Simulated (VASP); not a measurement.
# Lu (R-3m) in VASP: notebook

Runs on Lu. Level: PBE. Tasks: single point.

Everything below comes from runs of VASP 6.6.1. Logs are shortened: lines on timing, memory, paths and dates and some standing lists are left out, and cuts for length are marked.

**1. The cell of the first run**

The structure is trigonal, space group R-3m (No. 166). The conventional cell has a = 3.422 Å, b = 3.422 Å, c = 25.024 Å, α = 90.00°, β = 90.00°, γ = 120.00°. Within 4.5 Å of Lu (site symmetry -3m) lie 12 Lu at 3.42 Å. Lu (site symmetry 3m) has 12 Lu at 3.39 to 3.42 Å within 4.5 Å.

**2. Single point, PBE (28.20 Å³/atom)**

Contents of INCAR:

```
SYSTEM = Lu
PREC     = Accurate       ! precision mode
ENCUT    = 520            ! plane-wave cutoff, eV
EDIFF    = 1E-6           ! SCF threshold, eV
ISMEAR   = -1             ! smearing method
SIGMA    = 0.05           ! smearing width, eV
LREAL    = .FALSE.        ! projectors in reciprocal space
LASPH    = .TRUE.         ! aspherical terms in the spheres
NELM     = 100            ! most SCF steps
ALGO     = Normal         ! electronic algorithm
ISIF     = 2              ! what is computed and relaxed
LWAVE    = .FALSE.        ! write WAVECAR
LCHARG   = .FALSE.        ! write CHGCAR
GGA      = PE             ! functional
NBANDS   = 44             ! bands
```

Contents of KPOINTS:

```
regular mesh
0
G
  10 10 10
  0 0 0
```

Contents of POSCAR:

```
Lu
1.0
    1.7112237426      0.9879754884      8.3413034675
   -1.7112237426      0.9879754884      8.3413034675
    0.0000000000     -1.9759509769      8.3413034675
Lu
3
Direct
    0.0000000000      0.0000000000      0.0000000000
    0.7783086100      0.7783086100      0.7783086100
    0.2216913900      0.2216913900      0.2216913900
```

Potentials or basis: VASP PAW PBE potentials, release 64 (Lu).

Started as:

```
$ cat potpaw_PBE.64/Lu/POTCAR > POTCAR
$ mpirun -np 1 vasp_std > vasp.out
```

OUTCAR:

```text
SYSTEM = Lu
   PREC = Accurate
   ENCUT = 520
   EDIFF = 1E-6
   ISMEAR = -1
   LREAL = .FALSE.
   LASPH = .TRUE.
   NELM = 100
   ISIF = 2
   GGA = PE

 ion  position               nearest neighbor table
   1  0.000  0.000  0.000-   2 3.42   2 3.42   3 3.42   3 3.42   2 3.42   3 3.42
   2  0.778  0.778  0.778-   3 3.39   3 3.39   3 3.39   1 3.42   1 3.42   1 3.42
   3  0.222  0.222  0.222-   2 3.39   2 3.39   2 3.39   1 3.42   1 3.42   1 3.42

  LATTYP: Found a trigonal (rhomboedric) cell.
 ALAT       =     8.5721482605
 COS(alpha) =     0.9202989134

  Lattice vectors:

 A1 = (   1.7112237426,   0.9879754884,   8.3413034675)
 A2 = (  -1.7112237426,   0.9879754884,   8.3413034675)
 A3 = (   0.0000000000,  -1.9759509769,   8.3413034675)

Analysis of symmetry for initial positions (statically):
=====================================================================
 Subroutine PRICEL returns:
 Original cell was already a primitive cell.

 Routine SETGRP: Setting up the symmetry group for a
 trigonal (rhombohedral) supercell.

 Subroutine GETGRP returns: Found 12 space group operations
 (whereof 12 operations were pure point group operations)
 out of a pool of 12 trial point group operations.

The static configuration has the point symmetry D_3d.

Analysis of symmetry for dynamics (positions and initial velocities):
=====================================================================
 Subroutine PRICEL returns:
 Original cell was already a primitive cell.

 Routine SETGRP: Setting up the symmetry group for a
 trigonal (rhombohedral) supercell.

 Subroutine GETGRP returns: Found 12 space group operations
 (whereof 12 operations were pure point group operations)
 out of a pool of 12 trial point group operations.

The dynamic configuration has the point symmetry D_3d.

 Subroutine INISYM returns: Found 12 space group operations
 (whereof 12 operations are pure point group operations),
 and found     1 'primitive' translations

----------------------------------------------------------------------------------------

                                     Primitive cell

  volume of cell :      84.6132

  direct lattice vectors                    reciprocal lattice vectors
     1.711223743  0.987975488  8.341303467     0.292188559  0.168695143  0.039961780
    -1.711223743  0.987975488  8.341303467    -0.292188559  0.168695143  0.039961780
     0.000000000 -1.975950977  8.341303467     0.000000000 -0.337390287  0.039961780

  length of vectors
     8.572148260  8.572148260  8.572148261     0.339748656  0.339748656  0.339748656

  position of ions in fractional coordinates (direct lattice)
     0.000000000  0.000000000  0.000000000
     0.778308610  0.778308610  0.778308610
     0.221691390  0.221691390  0.221691390

  ion indices of the primitive-cell ions
   primitive index   ion index
                 1           1
                 2           2
                 3           3

----------------------------------------------------------------------------------------

 KPOINTS: regular mesh

Automatic generation of k-mesh.
 Grid dimensions read from file:
 generate k-points for:   10   10   10

 Generating k-lattice:

  Cartesian coordinates                     Fractional coordinates (reciprocal lattice)
     0.029218856  0.016869514  0.003996178     0.100000000 -0.000000000 -0.000000000
    -0.029218856  0.016869514  0.003996178    -0.000000000  0.100000000 -0.000000000
     0.000000000 -0.033739029  0.003996178     0.000000000  0.000000000  0.100000000

  Length of vectors
     0.033974866  0.033974866  0.033974866

  Shift w.r.t. Gamma in fractional coordinates (k-lattice)
     0.000000000  0.000000000  0.000000000

 Subroutine IBZKPT returns following result:
 ===========================================

 Found    116 irreducible k-points:

 Following reciprocal coordinates:
            Coordinates               Weight
  0.000000  0.000000  0.000000      1.000000
  0.100000  0.000000  0.000000      6.000000
  0.200000  0.000000  0.000000      6.000000
  0.300000  0.000000  0.000000      6.000000
  0.400000  0.000000  0.000000      6.000000
  0.500000  0.000000  0.000000      3.000000
[... 16 lines left out ...]
  0.300000  0.300000  0.000000      6.000000
  0.400000  0.300000  0.000000     12.000000
 [... further k-points ...]
   k-points           NKPTS =    116   k-points in BZ     NKDIM =    116   number of bands    NBANDS=     44
   number of dos      NEDOS =    301   number of ions     NIONS =      3
   total plane-waves  NPLWV = 262144
   dimension x,y,z NGX =    64 NGY =   64 NGZ =   64
   dimension x,y,z NGXF=   128 NGYF=  128 NGZF=  128
   ions per type =               3
   NGX,Y,Z   is equivalent  to a cutoff of  12.41, 12.41, 12.41 a.u.
   NGXF,Y,Z  is equivalent  to a cutoff of  24.82, 24.82, 24.82 a.u.
 SYSTEM =  Lu
   PREC   = accura    normal or accurate (medium, high low for compatibility)
   ISTART =      0    job   : 0-new  1-cont  2-samecut
   ICHARG =      2    charge: 1-file 2-atom 10-const
   ISPIN  =      1    spin polarized calculation?
   LNONCOLLINEAR =      F non collinear calculations
   LSORBIT =      F    spin-orbit coupling
   LASPH  =      T    aspherical Exc in radial PAW
   ENCUT  =  520.0 eV  38.22 Ry    6.18 a.u.  15.94 15.94 15.94*2*pi/ulx,y,z
   NELM   =    100;   NELMIN=  2; NELMDL= -5     # of ELM steps
   EDIFF  = 0.1E-05   stopping-criterion for ELM
   LREAL  =      F    real-space projection
   EDIFFG = 0.1E-04   stopping-criterion for IOM
   NSW    =      0    number of steps for IOM
   IBRION =     -1    ionic relax: 0-MD 1-quasi-New 2-CG
   NFREE  =      0    steps in history (QN), initial steepest desc. (CG)
   ISIF   =      2    stress and relaxation
   ISYM   =      2    0-nonsym 1-usesym 2-fastsym
   POTIM  = 0.5000    time-step for ionic-motion
   TEBEG  =    0.0;   TEEND  =   0.0 temperature during run
   PSTRESS=    0.0 pullay stress
   NELECT =      75.0000    total number of electrons
   NUPDOWN=      -1.0000    fix difference up-down
   EMIN   =  10.00;   EMAX   =-10.00  energy-range for DOS
   EFERMI =   0.00;   METHOD = LEGACY
   ISMEAR =    -1;   SIGMA  =   0.05  broadening in eV -4-tet -1-fermi 0-gaus
   EFERMI_NEDOS =   21; number of points for ismear=-14 and -15
   IALGO  =     38    algorithm
   IMIX   =      4    mixing-type and parameters
     AMIX     =   0.40;   BMIX     =  1.00
     AMIX_MAG =   1.60;   BMIX_MAG =  1.00
  volume/ion in A,a.u.               =      28.20       190.33
  Fermi-wavevector in a.u.,A,eV,Ry     =   1.572591  2.971767 33.647799  2.473043
  Thomas-Fermi vector in A             =   2.674003
   LORBIT       =      0    0 simple, 1 ext, 2 COOP (PROOUT), +10 PAW based schemes
   GGA     = PE    functional components
   LHFCALC =     F    Hartree Fock is set to
   AEXX    =    0.0000 exact exchange contribution
   IVDW    =     0    specifies the selected vdW correction
   LEPSILON=     F    determine dielectric tensor
   LRPA    =     F    only Hartree local field effects (RPA)
 non-spin polarized calculation
  energy-cutoff  :      520.00
  volume of cell :       84.61
 maximum number of plane-waves:      2300
   NGX = 31   NGY = 31   NGZ = 31

 number of electron      74.9999989 magnetization

 Free energy of the ion-electron system (eV)
  ---------------------------------------------------
  ext. energy  EPLUGINS =         0.00000000
  ---------------------------------------------------
  free energy    TOTEN  =       -13.52540880 eV

  energy without entropy =      -13.48645084  energy(sigma->0) =      -13.50592982

 E-fermi :   2.3838     XC(G=0): -10.8170

 val. band max:        2.3830271033   @ k =   0.5000   0.2000   0.0000
 cond. band min:       2.3864403920   @ k =   0.5000   0.4000   0.3000
 fundamental gap:      0.0034132887
 Fermi energy:         2.3837931619

 k-point     1 :       0.0000    0.0000    0.0000
  band No.  band energies     occupation
      1     -53.7764      2.00000
      2     -53.7307      2.00000
      3     -53.7149      2.00000
      4     -24.5861      2.00000
      5     -24.5756      2.00000
      6     -24.2463      2.00000
[... 36 lines left out ...]
     43       4.7310      0.00000
     44       5.1138      0.00000

 k-point     2 :       0.1000    0.0000    0.0000
  band No.  band energies     occupation
      1     -53.7740      2.00000
      2     -53.7285      2.00000
      3     -53.7132      2.00000
      4     -24.5899      2.00000
      5     -24.5589      2.00000
      6     -24.2825      2.00000
[... 36 lines left out ...]
     43       4.9596      0.00000
     44       5.0413      0.00000

 k-point     3 :       0.2000    0.0000    0.0000
  band No.  band energies     occupation
      1     -53.7677      2.00000
      2     -53.7225      2.00000
      3     -53.7088      2.00000
      4     -24.5840      2.00000
      5     -24.5480      2.00000
      6     -24.3757      2.00000
[... 36 lines left out ...]
     43       5.1236      0.00000
     44       5.5282      0.00000

 k-point     4 :       0.3000    0.0000    0.0000
  band No.  band energies     occupation
      1     -53.7599      2.00000
      2     -53.7148      2.00000
      3     -53.7037      2.00000
      4     -24.5959      2.00000
      5     -24.5872      2.00000
      6     -24.4853      2.00000
[... 882 lines left out ...]
     43       4.5156      0.00000
     44       5.8432      0.00000

 k-point    23 :       0.3000    0.3000    0.0000
  band No.  band energies     occupation
      1     -53.7598      2.00000
      2     -53.7153      2.00000
      3     -53.7033      2.00000
      4     -24.6126      2.00000
      5     -24.5774      2.00000
      6     -24.4638      2.00000
[... 36 lines left out ...]
     43       5.0561      0.00000
     44       5.6051      0.00000

 k-point    24 :       0.4000    0.3000    0.0000
  band No.  band energies     occupation
      1     -53.7555      2.00000
      2     -53.7106      2.00000
      3     -53.7008      2.00000
      4     -24.6373      2.00000
      5     -24.5936      2.00000
      6     -24.5273      2.00000
[... 36 lines left out ...]
     43       4.9148      0.00000
     44       5.4586      0.00000

 [... further k-points ...]

------------------------ aborting loop because EDIFF is reached ----------------------------------------

  FORCE on cell =-STRESS in cart. coord.  units (eV):
  Direction    XX          YY          ZZ          XY          YZ          ZX
  --------------------------------------------------------------------------------------
  -------------------------------------------------------------------------------------
  Total        1.0358409      1.0358409      0.1909313     -0.0000000     -0.0000000      0.0000000
  in kB       19.6139696     19.6139696      3.6153427     -0.0000000     -0.0000000      0.0000000
  external PRESSURE =      14.2810940 kB  Pullay stress =       0.0000000 kB

 VOLUME and BASIS-vectors are now :
 -----------------------------------------------------------------------------
  energy-cutoff  :      520.00
  volume of cell :       84.61
      direct lattice vectors                 reciprocal lattice vectors
     1.711223743  0.987975488  8.341303467     0.292188559  0.168695143  0.039961780
    -1.711223743  0.987975488  8.341303467    -0.292188559  0.168695143  0.039961780
     0.000000000 -1.975950977  8.341303467     0.000000000 -0.337390287  0.039961780

 POSITION                                       TOTAL-FORCE (eV/Angst)
 -----------------------------------------------------------------------------------
      0.00000      0.00000      0.00000         0.000000      0.000000      0.000000
      0.00000     -0.00000     19.47632         0.000000      0.000000     -0.026469
      0.00000     -0.00000      5.54759         0.000000     -0.000000      0.026469
 -----------------------------------------------------------------------------------
    total drift:                                0.000000      0.000000     -0.000000

  FREE ENERGIE OF THE ION-ELECTRON SYSTEM (eV)
  ---------------------------------------------------
  free  energy   TOTEN  =       -13.5254088041 eV

  energy  without entropy=      -13.4864508406  energy(sigma->0) =      -13.50592982
```

It took 34 min on 1 thread of AMD EPYC 9R45 (Zen 5), shared host; peak memory 0.73 GiB.

What came out:

| Property | Result |
| --- | --- |
| Free energy | -13.5254 eV |
| Pressure | 1.4 GPa |
| Largest force | 0.026 eV/Å |
| Band gap on the k mesh | zero (an odd number of electrons rules out a gap without spin polarisation) |

Forces in eV/Å, atoms in the order of the input:
```
Lu   0.000  0.000  0.000
Lu   0.000  0.000 -0.026
Lu   0.000  0.000  0.026
```

Levels at points of the mesh, in eV from the Fermi level:
| k point | band 35 | band 36 | band 37 | band 38 | band 39 | band 40 |
| --- | --- | --- | --- | --- | --- | --- |
| (0.00, 0.00, 0.00) | -3.60 | -3.57 | 0.52 | 0.63 | 2.12 | 2.12 |
| (0.50, 0.00, 0.00) | -1.98 | -1.67 | -0.57 | -0.41 | 0.07 | 1.13 |
| (0.50, 0.50, 0.00) | -2.10 | -1.66 | -0.81 | -0.20 | 0.15 | 1.46 |
| (0.50, 0.50, 0.50) | -4.80 | -2.61 | 0.46 | 1.54 | 1.62 | 2.13 |

Caveat: spin-orbit coupling is left out, which moves the levels of the heavy elements.

**3. Single point, PBE**

This run uses another cell than the first one, of 29.69 Å³/atom.

Contents of INCAR:

```
SYSTEM = Lu
PREC = Accurate
ENCUT = 520
EDIFF = 1E-7
ISMEAR = -1
SIGMA = 0.05
LREAL = .FALSE.
LASPH = .TRUE.
NELM = 80
ALGO = Normal
ISIF = 2
LWAVE = .FALSE.
LCHARG = .FALSE.
GGA = PE
NBANDS = 44
```

Contents of KPOINTS:

```
Automatic mesh
0
G
  10 10 10
  0 0 0
```

Contents of POSCAR:

```
Lu
1.0
    1.7407333994      1.0050128967      8.4851473122
   -1.7407333994      1.0050128967      8.4851473122
    0.0000000000     -2.0100257934      8.4851473122
Lu
3
Direct
    0.0000000000      0.0000000000      0.0000000000
    0.7783086100      0.7783086100      0.7783086100
    0.2216913900      0.2216913900      0.2216913900
```

Potentials or basis: VASP PAW PBE potentials, release 64 (Lu).

Started as:

```
$ cat potpaw_PBE.64/Lu/POTCAR > POTCAR
$ mpirun -np 1 vasp_std > vasp.out
```

OUTCAR:

```text
SYSTEM = Lu
   PREC = Accurate
   ENCUT = 520
   EDIFF = 1E-7
   ISMEAR = -1
   LREAL = .FALSE.
   LASPH = .TRUE.
   NELM = 80
   ISIF = 2
   GGA = PE

 ion  position               nearest neighbor table
   1  0.000  0.000  0.000-   2 3.48   3 3.48   2 3.48   2 3.48   3 3.48   3 3.48
   2  0.778  0.778  0.778-   3 3.45   3 3.45   3 3.45   1 3.48   1 3.48   1 3.48
   3  0.222  0.222  0.222-   2 3.45   2 3.45   2 3.45   1 3.48   1 3.48   1 3.48

  LATTYP: Found a trigonal (rhomboedric) cell.
 ALAT       =     8.7199729701
 COS(alpha) =     0.9202989134

  Lattice vectors:

 A1 = (   1.7407333994,   1.0050128967,   8.4851473122)
 A2 = (  -1.7407333994,   1.0050128967,   8.4851473122)
 A3 = (   0.0000000000,  -2.0100257934,   8.4851473122)

Analysis of symmetry for initial positions (statically):
=====================================================================
 Subroutine PRICEL returns:
 Original cell was already a primitive cell.

 Routine SETGRP: Setting up the symmetry group for a
 trigonal (rhombohedral) supercell.

 Subroutine GETGRP returns: Found 12 space group operations
 (whereof 12 operations were pure point group operations)
 out of a pool of 12 trial point group operations.

[... 163 lines left out ...]

 E-fermi :   2.1778     XC(G=0): -10.5724

 val. band max:        2.1717696806   @ k =  -0.1000   0.4000   0.1000
 cond. band min:       2.1837751157   @ k =   0.5000   0.3000   0.1000
 fundamental gap:      0.0120054351
 Fermi energy:         2.1778485959

 k-point     1 :       0.0000    0.0000    0.0000
  band No.  band energies     occupation
      1     -54.1009      2.00000
      2     -54.0537      2.00000
      3     -54.0406      2.00000
      4     -24.8708      2.00000
      5     -24.8555      2.00000
      6     -24.5912      2.00000
[... 1117 lines left out ...]
     43       4.6342      0.00000
     44       5.1487      0.00000

 [... further k-points ...]

------------------------ aborting loop because EDIFF is reached ----------------------------------------

  FORCE on cell =-STRESS in cart. coord.  units (eV):
  Direction    XX          YY          ZZ          XY          YZ          ZX
  --------------------------------------------------------------------------------------
  -------------------------------------------------------------------------------------
  Total       -0.2208037     -0.2208037     -1.0249008      0.0000000      0.0000000      0.0000000
  in kB       -3.9719369     -3.9719369    -18.4364743      0.0000000      0.0000000      0.0000000
  external PRESSURE =      -8.7934494 kB  Pullay stress =       0.0000000 kB

 VOLUME and BASIS-vectors are now :
 -----------------------------------------------------------------------------
  energy-cutoff  :      520.00
  volume of cell :       89.07
      direct lattice vectors                 reciprocal lattice vectors
     1.740733399  1.005012897  8.485147312     0.287235254  0.165835351  0.039284331
    -1.740733399  1.005012897  8.485147312    -0.287235254  0.165835351  0.039284331
     0.000000000 -2.010025793  8.485147312     0.000000000 -0.331670702  0.039284331

 POSITION                                       TOTAL-FORCE (eV/Angst)
 -----------------------------------------------------------------------------------
      0.00000      0.00000      0.00000        -0.000000     -0.000000     -0.000000
      0.00000      0.00000     19.81219         0.000000      0.000000     -0.004711
      0.00000      0.00000      5.64325         0.000000     -0.000000      0.004711
 -----------------------------------------------------------------------------------
    total drift:                                0.000000      0.000000     -0.000000

  FREE ENERGIE OF THE ION-ELECTRON SYSTEM (eV)
  ---------------------------------------------------
  free  energy   TOTEN  =       -13.5325179787 eV

  energy  without entropy=      -13.4884926013  energy(sigma->0) =      -13.51050529
```

OSZICAR:

```text
N       E                     dE             d eps       ncg     rms          rms(c)
DAV:   1     0.619768945775E+03    0.61977E+03   -0.26426E+04 14112   0.560E+03
DAV:   2     0.745008310254E+02   -0.54527E+03   -0.52137E+03 13136   0.817E+02
DAV:   3    -0.258673422275E+01   -0.77088E+02   -0.75549E+02 11228   0.201E+02
[... 11 lines left out ...]
DAV:  15    -0.135325187101E+02   -0.69926E-06   -0.19098E-05 17520   0.112E-01    0.969E-03
DAV:  16    -0.135325177516E+02    0.95852E-06   -0.79978E-06 14156   0.153E-01    0.398E-03
DAV:  17    -0.135325178125E+02   -0.60907E-07   -0.25588E-06 14972   0.364E-02    0.179E-03
DAV:  18    -0.135325179916E+02   -0.17904E-06   -0.18169E-06  9748   0.119E-02    0.199E-03
DAV:  19    -0.135325179787E+02    0.12857E-07   -0.31922E-08  5856   0.726E-03
   1 F= -.13532518E+02 E0= -.13510505E+02  d E =-.440254E-01
```

Wall time 60 min (1 thread of AMD EPYC 9R45 (Zen 5), shared host); peak memory 0.89 GiB.

Results:

| Quantity | Value |
| --- | --- |
| Free energy | -13.5325 eV |
| Pressure | -0.9 GPa |
| Largest force | 0.005 eV/Å |
| Band gap on the k mesh | zero (an odd number of electrons rules out a gap without spin polarisation) |

Forces in eV/Å, atoms in the order of the input:
```
Lu   0.000  0.000  0.000
Lu   0.000  0.000 -0.005
Lu   0.000  0.000  0.005
```

Caveat: spin-orbit coupling is left out, which moves the levels of the heavy elements.
